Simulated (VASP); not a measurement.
# C (C2/m) in VASP: further runs, part 2 of 2

VASP 6.6.1.

### 4 Single point, PBE+D3(BJ) (atoms displaced along several vibrational modes)

INCAR reads:

```
SYSTEM = C
PREC = Accurate
ENCUT = 520
EDIFF = 1E-7
ISMEAR = 0
SIGMA = 0.05
LREAL = .FALSE.
LASPH = .TRUE.
NELM = 60
ALGO = Normal
ISIF = 2
LWAVE = .FALSE.
LCHARG = .TRUE.
GGA = PE
IVDW = 12
LELF = .TRUE.
LVHAR = .TRUE.
NBANDS = 11
```

KPOINTS reads:

```
regular mesh
0
G
  15 15 15
  0 0 0
```

POSCAR reads:

```
C
1.0
    1.2324984681      0.7115833223      3.3613878357
   -1.2324984681      0.7115833223      3.3613878357
    0.0000000000     -1.4231666447      3.3613878357
C
2
Direct
    0.1842059534      0.1842059534      0.1525863253
    0.8157940466      0.8157940466      0.8474136747
```

Potentials or basis: VASP PAW PBE potentials, release 64 (C).

Launch:

```sh
> cat potpaw_PBE.64/C/POTCAR > POTCAR
> mpirun -np 1 vasp_std > vasp.out
```

OUTCAR:

```text
SYSTEM = C
   PREC = Accurate
   ENCUT = 520
   EDIFF = 1E-7
   ISMEAR = 0
   LREAL = .FALSE.
   LASPH = .TRUE.
   NELM = 60
   ISIF = 2
   GGA = PE
   IVDW = 12
 IVDW          = 12

 ion  position               nearest neighbor table
   1  0.184  0.184  0.153-   2 1.39   2 1.39   2 1.52
   2  0.816  0.816  0.847-   1 1.39   1 1.39   1 1.52

  LATTYP: Found a trigonal (rhomboedric) cell.
 ALAT       =     3.6502508791
 COS(alpha) =     0.7719881893

  Lattice vectors:

 A1 = (   1.2324984681,   0.7115833223,   3.3613878357)
 A2 = (  -1.2324984681,   0.7115833223,   3.3613878357)
 A3 = (   0.0000000000,  -1.4231666447,   3.3613878357)

Analysis of symmetry for initial positions (statically):
=====================================================================
 Subroutine PRICEL returns:
 Original cell was already a primitive cell.

 Routine SETGRP: Setting up the symmetry group for a
 trigonal (rhombohedral) supercell.

 Subroutine GETGRP returns: Found  4 space group operations
 (whereof  4 operations were pure point group operations)
 out of a pool of 12 trial point group operations.

The static configuration has the point symmetry C_2h.

Analysis of symmetry for dynamics (positions and initial velocities):
=====================================================================
 Subroutine PRICEL returns:
 Original cell was already a primitive cell.

 Routine SETGRP: Setting up the symmetry group for a
 trigonal (rhombohedral) supercell.

 Subroutine GETGRP returns: Found  4 space group operations
 (whereof  4 operations were pure point group operations)
 out of a pool of 12 trial point group operations.

The dynamic configuration has the point symmetry C_2h.

 Subroutine INISYM returns: Found  4 space group operations
 (whereof  4 operations are pure point group operations),
 and found     1 'primitive' translations

[... 120 lines left out ...]
   LHFCALC =     F    Hartree Fock is set to
   AEXX    =    0.0000 exact exchange contribution
   IVDW    =    12    specifies the selected vdW correction
   LEPSILON=     F    determine dielectric tensor
   LRPA    =     F    only Hartree local field effects (RPA)
 non-spin polarized calculation
 Gauss-broadening in eV      SIGMA  =   0.05
  energy-cutoff  :      520.00
  volume of cell :       17.69
 maximum number of plane-waves:       490
   NGX = 13   NGY = 13   NGZ = 13

 number of electron       8.0000000 magnetization

 Free energy of the ion-electron system (eV)
  ---------------------------------------------------
  ext. energy  EPLUGINS =         0.00000000
  ---------------------------------------------------
  free energy    TOTEN  =       -18.06170578 eV

  energy without entropy =      -18.06170578  energy(sigma->0) =      -18.06170578

 E-fermi :   4.5501     XC(G=0): -10.3359

 val. band max:        4.3172497618   @ k =   0.2000  -0.1333  -0.4667
 cond. band min:       4.8240198915   @ k =   0.2000  -0.1333  -0.4667
 fundamental gap:      0.5067701297
 Fermi energy:         4.5501159232

 k-point     1 :       0.0000    0.0000    0.0000
  band No.  band energies     occupation
      1     -14.9561      2.00000
      2      -1.8522      2.00000
      3       0.5276      2.00000
      4       3.2200      2.00000
      5       8.4839      0.00000
      6      11.2865      0.00000
      7      14.8102      0.00000
      8      16.4257      0.00000
      9      17.2701      0.00000
     10      27.3719      0.00000
     11      29.9654      0.00000
[... 309 lines left out ...]
 k-point    24 :       0.2667    0.0667    0.0000
  band No.  band energies     occupation
      1     -13.5590      2.00000
      2      -2.6603      2.00000
      3      -0.5954      2.00000
      4       0.1836      2.00000
      5      10.0718      0.00000
      6      12.8502      0.00000
      7      13.1540      0.00000
      8      17.2906      0.00000
      9      20.2433      0.00000
     10      23.3257      0.00000
     11      27.5828      0.00000

 [... further k-points ...]

------------------------ aborting loop because EDIFF is reached ----------------------------------------

 Edisp (eV)   -0.31251

 E8    (eV) :    -0.0886

  FORCE on cell =-STRESS in cart. coord.  units (eV):
  Direction    XX          YY          ZZ          XY          YZ          ZX
  --------------------------------------------------------------------------------------
  -------------------------------------------------------------------------------------
  Total       1.40438    -0.28613    -0.30071     0.00000    -0.58475     0.00000
  in kB     127.20754   -25.91782   -27.23821     0.00000   -52.96660     0.00000
  external pressure =       24.68 kB  Pullay stress =        0.00 kB

 VOLUME and BASIS-vectors are now :
 -----------------------------------------------------------------------------
  energy-cutoff  :      520.00
  volume of cell :       17.69
      direct lattice vectors                 reciprocal lattice vectors
     1.232498468  0.711583322  3.361387836     0.405680017  0.234219467  0.099165389
    -1.232498468  0.711583322  3.361387836    -0.405680017  0.234219467  0.099165389
     0.000000000 -1.423166645  3.361387836     0.000000000 -0.468438935  0.099165389

 POSITION                                       TOTAL-FORCE (eV/Angst)
 -----------------------------------------------------------------------------------
      0.00000      0.04500      1.75128         0.000000     -4.130623     -2.250063
      0.00000     -0.04500      8.33289         0.000000      4.130623      2.250063
 -----------------------------------------------------------------------------------
    total drift:                               -0.000000      0.000000     -0.000000

  FREE ENERGIE OF THE ION-ELECTRON SYSTEM (eV)
  ---------------------------------------------------
  free  energy   TOTEN  =       -18.3742130264 eV

  energy  without entropy=      -18.3742130264  energy(sigma->0) =      -18.37421303
```

OSZICAR:

```text
N       E                     dE             d eps       ncg     rms          rms(c)
DAV:   1     0.638400372346E+01    0.63840E+01   -0.45400E+03 20403   0.663E+02
DAV:   2    -0.186311959554E+02   -0.25015E+02   -0.23758E+02 26004   0.130E+02
DAV:   3    -0.192391109493E+02   -0.60791E+00   -0.60669E+00 24800   0.171E+01
DAV:   4    -0.192414027700E+02   -0.22918E-02   -0.22917E-02 23154   0.129E+00
DAV:   5    -0.192414116160E+02   -0.88460E-05   -0.88459E-05 25425   0.741E-02    0.631E+00
DAV:   6    -0.183414112491E+02    0.90000E+00   -0.78600E-01 23227   0.515E+00    0.367E+00
DAV:   7    -0.180585998562E+02    0.28281E+00   -0.87690E-01 23786   0.548E+00    0.103E+00
DAV:   8    -0.180618293989E+02   -0.32295E-02   -0.19556E-02 22256   0.913E-01    0.112E-01
DAV:   9    -0.180616396004E+02    0.18980E-03   -0.59012E-04 24096   0.158E-01    0.530E-02
DAV:  10    -0.180617030380E+02   -0.63438E-04   -0.10434E-04 22613   0.739E-02    0.240E-02
DAV:  11    -0.180617055243E+02   -0.24863E-05   -0.64878E-06 24142   0.165E-02    0.285E-03
DAV:  12    -0.180617057680E+02   -0.24373E-06   -0.50030E-07 22639   0.562E-03    0.738E-04
DAV:  13    -0.180617057801E+02   -0.12065E-07   -0.24965E-08 22231   0.121E-03
   1 F= -.18374213E+02 E0= -.18374213E+02  d E =-.127103E-13
```

stdout:

```text
POSCAR found type information on POSCAR C
 POSCAR found :  1 types and       2 ions
 scaLAPACK will be used
 LDA part: xc-table for (Slater+PW92), standard interpolation
 POSCAR, INCAR and KPOINTS ok, starting setup
 FFT: planning ... GRIDC
 FFT: planning ... GRID_SOFT
 FFT: planning ... GRID
 WAVECAR not read
 entering main loop
```

Run time: 5.4 min. Hardware: 1 thread of Intel Xeon 8259CL, shared host; peak memory 0.28 GiB.

Results:

```yaml
Free_energy: -18.3742 eV
Pressure: 2.5 GPa
Largest_force: 4.704 eV/Å
Dispersion_energy_per_atom: -0.156 eV
```

Forces on the atoms (eV/Å):
```
C    0.000 -4.131 -2.250
C    0.000  4.131  2.250
```

Stress tensor (GPa, compression positive):
```
12.72  0.00  0.00
 0.00 -2.59 -5.30
 0.00 -5.30 -2.72
```

Caveat: the cell differs from its parent crystal (atoms displaced along several vibrational modes); the stress differs along the axes, from -3 to 13 GPa; forces of over 1 eV/Å act on the atoms, so gaps and moduli don't describe the material at rest.

### 5 Summary

```tsv
cell	pressure (GPa)	largest force (eV/Å)
as given, atomic positions A	3.5	4.35
as given, atomic positions B	4.3	5.40
as given, atomic positions C	2.5	4.70
```

Alike in all rows: task single point; level PBE+D3(BJ); potentials or basis VASP PAW PBE potentials, release 64 (C); no spin polarisation; k mesh 15 × 15 × 15; cutoff (eV) 520; smearing gaussian 0.05 eV.

Caveats: forces of over 1 eV/Å act on the atoms, so gaps and moduli don't describe the material at rest; the stress differs along the axes, from -3 to 14 GPa (at least some runs); the stress differs along the axes, from -4 to 17 GPa (at least some runs); the stress differs along the axes, from -3 to 13 GPa (at least some runs).

Absolute energies hang on the potentials; compare differences alone.
